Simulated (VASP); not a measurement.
# NaH (Fm-3m) in VASP: a series of runs, part 2 of 2

VASP 6.6.1.

## (3) G0W0 quasiparticle levels, PBE

POSCAR

```
NaH
1.0
    0.0000000000      2.3975116394      2.3975116394
    2.3975116394      0.0000000000      2.3975116394
    2.3975116394      2.3975116394      0.0000000000
Na H
1 1
Direct
    0.0000000000      0.0000000000      0.0000000000
    0.5000000000      0.5000000000      0.5000000000
```

INCAR.step1

```
PREC = Accurate ; ENCUT = 500
EDIFF = 1E-8 ; ISMEAR = 0
SIGMA = 0.01 ; LREAL = F
LASPH = T ; NELM = 60
ALGO = Normal ; LWAVE = T
LCHARG = F ; GGA = PE
```

INCAR.step2

```
PREC = Accurate ; ENCUT = 500
EDIFF = 1E-8 ; ISMEAR = 0
SIGMA = 0.01 ; LREAL = F
LASPH = T ; NELM = 1
ALGO = Exact ; LWAVE = T
LCHARG = F ; GGA = PE
NBANDS = 108 ; LOPTICS = T
ISTART = 1
```

INCAR.step3

```
PREC = Accurate ; ENCUT = 500
EDIFF = 1E-8 ; ISMEAR = 0
SIGMA = 0.01 ; LREAL = F
LASPH = T ; ALGO = EVGW0
LWAVE = F ; LCHARG = F
GGA = PE ; NELMGW = 1
NBANDS = 108 ; ENCUTGW = 140.0
NOMEGA = 96 ; PRECFOCK = Fast
ISTART = 1 ; NBANDSGW = 13
OMEGAMAX = 30
```

KPOINTS

```
regular mesh
0
Gamma
  4 4 4
```

Potentials or basis: VASP PAW PBE potentials, release 64 (Na_sv_GW, H_GW).

Launch:

```console
$ cat potpaw_PBE.64/Na_sv_GW/POTCAR potpaw_PBE.64/H_GW/POTCAR > POTCAR
$ cp INCAR.step1 INCAR
$ mpirun -np 1 vasp_std > vasp.out
$ cp INCAR.step2 INCAR
$ mpirun -np 1 vasp_std > vasp.out
$ cp INCAR.step3 INCAR
$ mpirun -np 1 vasp_std > vasp.out
```

OUTCAR:

```text
PREC = Accurate
   ENCUT = 500
   EDIFF = 1E-8
   ISMEAR = 0
   LREAL = F
   LASPH = T
   GGA = PE
   NELMGW = 1
   ENCUTGW = 140.0
   PRECFOCK = Fast
   ISTART = 1

 ion  position               nearest neighbor table
   1  0.000  0.000  0.000-
   2  0.500  0.500  0.500-

  LATTYP: Found a face centered cubic cell.
 ALAT       =     4.7950232788

  Lattice vectors:

 A1 = (   0.0000000000,   2.3975116394,   2.3975116394)
 A2 = (   2.3975116394,   0.0000000000,   2.3975116394)
 A3 = (   2.3975116394,   2.3975116394,   0.0000000000)

Analysis of symmetry for initial positions (statically):
=====================================================================
 Subroutine PRICEL returns:
 Original cell was already a primitive cell.
[... 150 lines left out ...]
   NKREDLFX            =     1    NKREDLFY  =   1   NKREDLFZ  =   1
 non-spin polarized calculation
 Gauss-broadening in eV      SIGMA  =   0.01
  energy-cutoff  :      500.00
  volume of cell :       27.56
 maximum number of plane-waves:       725
 NGX is ok and might be reduce to    28
  NGX = 14; NGY = 14; NGZ = 14
   NGX = 13   NGY = 13   NGZ = 13
 maximum number of plane-waves:       113
 NGX is ok and might be reduce to    14

 QP shifts <psi_nk| G(iteration)W_0 |psi_nk>: iteration 1
 for sc-GW calculations column KS-energies equals QP-energies in previous step
 and V_xc(KS)=  KS-energies - (<T + V_ion + V_H > + <T+V_H+V_ion>^1  + <V_x>^1)

 k-point   1 :       0.0000    0.0000    0.0000
  band No.  KS-energies  QP-energies   sigma(KS)   V_xc(KS)     V^pw_x(r,r')   Z            occupation Imag(sigma)

      1     -51.2681     -59.6482     -40.8247     -29.2635     -49.1310       0.7248       2.0000       0.3471
      2     -23.1694     -28.2482     -35.1612     -28.3907     -41.4316       0.7501       2.0000       0.1214
      3     -23.1694     -28.2482     -35.1612     -28.3907     -41.4316       0.7501       2.0000       0.1214
      4     -23.1694     -28.2482     -35.1612     -28.3907     -41.4316       0.7501       2.0000       0.1214
      5      -4.7820      -6.3458     -11.2186      -8.9105     -13.9494       0.6775       2.0000       0.2470
      6       9.5316      10.3404      -9.6152     -10.8026      -4.9602       0.6811       0.0000      -0.3565
      7      14.6680      15.1953      -5.7768      -6.4638      -1.2539       0.7675       0.0000      -0.7944
      8      14.6680      15.1953      -5.7768      -6.4638      -1.2539       0.7675       0.0000      -0.7944
      9      14.6680      15.1953      -5.7768      -6.4638      -1.2539       0.7675       0.0000      -0.7944
     10      15.5864      16.7264      -7.3415      -8.7693      -2.8611       0.7984       0.0000      -0.9529
     11      15.5864      16.7264      -7.3415      -8.7693      -2.8611       0.7984       0.0000      -0.9529
     12      15.5864      16.7264      -7.3415      -8.7693      -2.8611       0.7984       0.0000      -0.9529
     13      16.5140      16.9934      -4.9434      -5.4086      -0.5891       1.0305       0.0000      -1.4061
[... 106 lines left out ...]
      1     -51.2580     -59.7715     -40.8424     -29.2833     -49.1508       0.7365       2.0000       0.3476
      2     -23.2313     -28.2491     -34.9892     -28.2326     -41.2492       0.7427       2.0000       0.1242
      3     -23.2313     -28.2491     -34.9892     -28.2326     -41.2492       0.7427       2.0000       0.1242
      4     -23.2055     -28.2446     -35.0670     -28.2983     -41.3298       0.7445       2.0000       0.1240
      5      -1.1077      -2.6681     -12.7647     -10.6486     -14.3551       0.7374       2.0000       0.0886
      6       4.9810       5.6375      -6.5428      -7.3830      -3.1667       0.7814       0.0000      -0.1132
      7       4.9810       5.6375      -6.5428      -7.3830      -3.1667       0.7814       0.0000      -0.1132
      8       7.4169       8.3131      -6.9479      -8.1136      -3.1282       0.7689       0.0000      -0.1634
      9      15.5559      16.5131      -8.2625      -9.4940      -3.3757       0.7773       0.0000      -0.9937
     10      16.9043      17.5836      -6.0474      -6.9009      -1.4992       0.7958       0.0000      -1.0427
     11      16.9043      17.5836      -6.0474      -6.9009      -1.4992       0.7958       0.0000      -1.0427
     12      18.5188      19.7605      -7.1649      -8.7062      -2.4710       0.8056       0.0000      -1.1030
     13      24.0607      25.2701      -7.4819      -9.0895      -2.4194       0.7524       0.0000      -1.4857
```

OUTCAR.step2:

```text
PREC = Accurate
   ENCUT = 500
   EDIFF = 1E-8
   ISMEAR = 0
   LREAL = F
[... 697 lines left out ...]
     0.00000     3.15228     3.15228     3.15228    -0.00000    -0.00000    -0.00000
     2.24135     3.51469     3.51469     3.51469    -0.00000    -0.00000    -0.00000
     4.48271     8.35550     8.35550     8.35550    -0.00000    -0.00000    -0.00000
     6.72406    -1.21771    -1.21771    -1.21771     0.00000     0.00000     0.00000
     8.96541    -1.69476    -1.69476    -1.69476     0.00000     0.00000    -0.00000
    11.20677     0.04843     0.04843     0.04843     0.00000     0.00000    -0.00000
[... 92 lines left out ...]
   219.65265     0.99002     0.99002     0.99002    -0.00000    -0.00000     0.00000
   221.89401     0.99027     0.99027     0.99027    -0.00000    -0.00000     0.00000
```

Run time: 50 s. Hardware: 1 thread of Intel Xeon Platinum 8488C (Sapphire Rapids), shared host; peak memory 0.26 GiB.

Results:

```
Quasiparticle gap                                   : 6.06 eV
Least direct quasiparticle gap                      : 6.98 eV
Band gap of the starting levels on the mesh         : 3.81 eV
Least direct gap of the starting levels on the mesh : 4.68 eV
```

Caveat: the k points lie up to 0.57 Å⁻¹ apart; bands, screening cutoff and mesh are small and nothing is extrapolated, so the quasiparticle values aren't converged.

## (4) G0W0 quasiparticle levels, r2SCAN

POSCAR is that of step 3.

INCAR.step1

```
PREC = Accurate ; ENCUT = 500
EDIFF = 1E-8 ; ISMEAR = 0
SIGMA = 0.01 ; LREAL = False
LASPH = True ; NELM = 80
ALGO = Normal ; LWAVE = True
LCHARG = False ; METAGGA = R2SCAN
LMIXTAU = True
```

INCAR.step2

```
PREC = Accurate ; ENCUT = 500
EDIFF = 1E-8 ; ISMEAR = 0
SIGMA = 0.01 ; LREAL = False
LASPH = True ; NELM = 1
ALGO = Exact ; LWAVE = True
LCHARG = False ; METAGGA = R2SCAN
LMIXTAU = True ; NBANDS = 108
LOPTICS = True ; ISTART = 1
```

INCAR.step3

```
PREC = Accurate ; ENCUT = 500
EDIFF = 1E-8 ; ISMEAR = 0
SIGMA = 0.01 ; LREAL = False
LASPH = True ; ALGO = EVGW0
LWAVE = False ; LCHARG = False
METAGGA = R2SCAN ; LMIXTAU = True
NELMGW = 1 ; NBANDS = 108
ENCUTGW = 140.0 ; NOMEGA = 96
PRECFOCK = Fast ; ISTART = 1
NBANDSGW = 13 ; OMEGAMAX = 20
```

KPOINTS is that of step 3.

Potentials or basis: VASP PAW PBE potentials, release 64 (Na_sv_GW, H_GW).

Launch:

```console
$ cat potpaw_PBE.64/Na_sv_GW/POTCAR potpaw_PBE.64/H_GW/POTCAR > POTCAR
$ cp INCAR.step1 INCAR
$ mpirun -np 1 vasp_std > vasp.out
$ cp INCAR.step2 INCAR
$ mpirun -np 1 vasp_std > vasp.out
$ cp INCAR.step3 INCAR
$ mpirun -np 1 vasp_std > vasp.out
```

OUTCAR:

```text
PREC = Accurate
   ENCUT = 500
   EDIFF = 1E-8
   ISMEAR = 0
   LREAL = False
   LASPH = True
   METAGGA = R2SCAN
   NELMGW = 1
   ENCUTGW = 140.0
   PRECFOCK = Fast
   ISTART = 1

 ion  position               nearest neighbor table
   1  0.000  0.000  0.000-
   2  0.500  0.500  0.500-

  LATTYP: Found a face centered cubic cell.
 ALAT       =     4.7950232788

  Lattice vectors:

 A1 = (   0.0000000000,   2.3975116394,   2.3975116394)
 A2 = (   2.3975116394,   0.0000000000,   2.3975116394)
 A3 = (   2.3975116394,   2.3975116394,   0.0000000000)

Analysis of symmetry for initial positions (statically):
=====================================================================
 Subroutine PRICEL returns:
 Original cell was already a primitive cell.

 Routine SETGRP: Setting up the symmetry group for a
 face centered cubic supercell.

 Subroutine GETGRP returns: Found 48 space group operations
 (whereof 48 operations were pure point group operations)
 out of a pool of 48 trial point group operations.

The static configuration has the point symmetry O_h .

Analysis of symmetry for dynamics (positions and initial velocities):
=====================================================================
 Subroutine PRICEL returns:
 Original cell was already a primitive cell.

 Routine SETGRP: Setting up the symmetry group for a
 face centered cubic supercell.
[... 107 lines left out ...]
     AMIX     =   0.40;   BMIX     =  1.00
     AMIX_MAG =   1.60;   BMIX_MAG =  1.00
  volume/ion in A,a.u.               =      13.78        93.00
  Fermi-wavevector in a.u.,A,eV,Ry     =   1.167627  2.206495 18.549539  1.363353
  Thomas-Fermi vector in A             =   2.304125
   LORBIT       =      0    0 simple, 1 ext, 2 COOP (PROOUT), +10 PAW based schemes
   METAGGA = R2SCAN    functional components
   LHFCALC =     T    Hartree Fock is set to
   PRECFOCK=fast      Normal, Fast or Accurate (Low or Medium for compatibility)
   ENCUT4O =  -1.0   cutoff for four orbital integrals eV
   NKREDX  =     1    reduce k-point grid by
   NKREDY  =     1    reduce k-point grid by
   NKREDZ  =     1    reduce k-point grid by
   AEXX    =    1.0000 exact exchange contribution
   HFSCREEN=    0.0000 screening length (either q_TF or 0.3 A-1)
   HFSCREENC=   0.0000 screening length for correlation (either q_TF or 0.3 A-1)
   ENCUTFOCK=  -1.0 apply spherical cutoff to Coloumb kernel
   IVDW    =     0    specifies the selected vdW correction
   LEPSILON=     F    determine dielectric tensor
   LRPA    =     F    only Hartree local field effects (RPA)
   LRPAFORCE           =     F    calculate RPA forces
   ENCUTGW             = 140.0    cutoff for response function in eV
   ENCUTGWSOFT         = 112.0    soft cutoff for Coulomb kernel in GW response function in eV
   ENCUTLF             =  -1.0    cutoff for local field effects
   NELMGW              =     1    number of iterations in solving QP/BSE equation
   NELMHF              =     1    number of iterations in the inner HF iteration
   NKREDLFX            =     1    NKREDLFY  =   1   NKREDLFZ  =   1
 non-spin polarized calculation
 Gauss-broadening in eV      SIGMA  =   0.01
  energy-cutoff  :      500.00
  volume of cell :       27.56
 maximum number of plane-waves:       725
 NGX is ok and might be reduce to    28
  NGX = 14; NGY = 14; NGZ = 14
   NGX = 13   NGY = 13   NGZ = 13
 maximum number of plane-waves:       113
 NGX is ok and might be reduce to    14

 QP shifts <psi_nk| G(iteration)W_0 |psi_nk>: iteration 1
 for sc-GW calculations column KS-energies equals QP-energies in previous step
 and V_xc(KS)=  KS-energies - (<T + V_ion + V_H > + <T+V_H+V_ion>^1  + <V_x>^1)

 k-point   1 :       0.0000    0.0000    0.0000
  band No.  KS-energies  QP-energies   sigma(KS)   V_xc(KS)     V^pw_x(r,r')   Z            occupation Imag(sigma)

      1     -53.8730     -60.6969     -41.3264     -32.1946     -49.2991       0.7473       2.0000       0.2646
      2     -24.2824     -28.7036     -35.5667     -29.7993     -41.5410       0.7666       2.0000       0.0634
      3     -24.2824     -28.7036     -35.5667     -29.7993     -41.5410       0.7666       2.0000       0.0634
      4     -24.2824     -28.7036     -35.5667     -29.7993     -41.5410       0.7666       2.0000       0.0634
      5      -5.1893      -6.6037     -11.4157      -9.3688     -13.9797       0.6910       2.0000       0.1332
      6      10.0228      10.6681      -9.4010     -10.3400      -4.9294       0.6873       0.0000      -0.2263
      7      15.3621      15.4854      -5.5699      -5.7357      -1.2178       0.7436       0.0000      -0.6992
      8      15.3621      15.4854      -5.5699      -5.7357      -1.2178       0.7436       0.0000      -0.6992
      9      15.3621      15.4854      -5.5699      -5.7357      -1.2178       0.7436       0.0000      -0.6992
     10      16.0681      16.7885      -7.1149      -8.1900      -2.7507       0.6701       0.0000      -0.7620
     11      16.0681      16.7885      -7.1149      -8.1900      -2.7507       0.6701       0.0000      -0.7620
     12      16.0681      16.7885      -7.1149      -8.1900      -2.7507       0.6701       0.0000      -0.7620
     13      17.1068      16.9534      -4.8709      -4.7808      -0.5656       1.7029       0.0000      -1.3966
[... 106 lines left out ...]
      1     -53.8640     -60.7517     -41.3414     -32.2130     -49.3161       0.7545       2.0000       0.2645
      2     -24.3403     -28.7048     -35.4096     -29.6518     -41.3760       0.7580       2.0000       0.0659
      3     -24.3403     -28.7048     -35.4096     -29.6518     -41.3760       0.7580       2.0000       0.0659
      4     -24.3166     -28.6955     -35.4794     -29.7124     -41.4476       0.7593       2.0000       0.0658
      5      -1.4429      -2.8887     -12.9110     -11.0232     -14.4377       0.7659       2.0000       0.0434
      6       5.2721       5.8438      -6.2975      -7.0086      -3.0451       0.8040       0.0000      -0.0672
      7       5.2721       5.8438      -6.2975      -7.0086      -3.0451       0.8040       0.0000      -0.0672
      8       7.6031       8.5516      -6.7139      -7.9114      -3.0651       0.7920       0.0000      -0.0890
      9      16.5166      16.8744      -7.9921      -8.4412      -3.2646       0.7966       0.0000      -0.9270
     10      17.6114      17.8228      -5.8857      -6.1392      -1.4440       0.8340       0.0000      -0.9573
     11      17.6114      17.8228      -5.8857      -6.1392      -1.4440       0.8340       0.0000      -0.9573
     12      19.1697      20.0069      -7.0396      -8.1301      -2.4761       0.7677       0.0000      -0.9651
     13      25.3715      25.6879      -7.3636      -7.8121      -2.4077       0.7055       0.0000      -1.3277
```

OUTCAR.step1:

```text
PREC = Accurate
   ENCUT = 500
   EDIFF = 1E-8
   ISMEAR = 0
   LREAL = False
[... 299 lines left out ...]
      0.00000      0.00000      0.00000         0.000000      0.000000     -0.000000
      2.39751      2.39751      2.39751        -0.000000      0.000000      0.000000
 -----------------------------------------------------------------------------------
    total drift:                               -0.000000     -0.000000     -0.000000

  FREE ENERGIE OF THE ION-ELECTRON SYSTEM (eV)
  ---------------------------------------------------
  free  energy   TOTEN  =        -9.7608953383 eV

  energy  without entropy=       -9.7608953383  energy(sigma->0) =       -9.76089534
```

OUTCAR.step2:

```text
PREC = Accurate
   ENCUT = 500
   EDIFF = 1E-8
   ISMEAR = 0
   LREAL = False
[... 697 lines left out ...]
     0.00000     2.91945     2.91945     2.91945    -0.00000    -0.00000     0.00000
     2.32570     3.20595     3.20595     3.20595    -0.00000    -0.00000     0.00000
     4.65140     5.96456     5.96456     5.96456    -0.00000    -0.00000     0.00000
     6.97710    -3.91853    -3.91853    -3.91853     0.00000     0.00000     0.00000
     9.30280    -2.26863    -2.26863    -2.26863    -0.00000    -0.00000    -0.00000
    11.62850     0.37219     0.37219     0.37219     0.00000     0.00000     0.00000
[... 92 lines left out ...]
   227.91859     0.99037     0.99037     0.99037    -0.00000     0.00000    -0.00000
   230.24429     0.99060     0.99060     0.99060    -0.00000     0.00000    -0.00000
```

Wall time 58 s (1 thread of Intel Xeon 6975P-C (Granite Rapids), shared host); peak memory 0.26 GiB.

Results:

* Quasiparticle gap: 6.45 eV
* Least direct quasiparticle gap: 7.38 eV
* Band gap of the starting levels on the mesh: 4.22 eV
* Least direct gap of the starting levels on the mesh: 5.08 eV

Caveat: the k points lie up to 0.57 Å⁻¹ apart; bands, screening cutoff and mesh are small and nothing is extrapolated, so the quasiparticle values aren't converged.
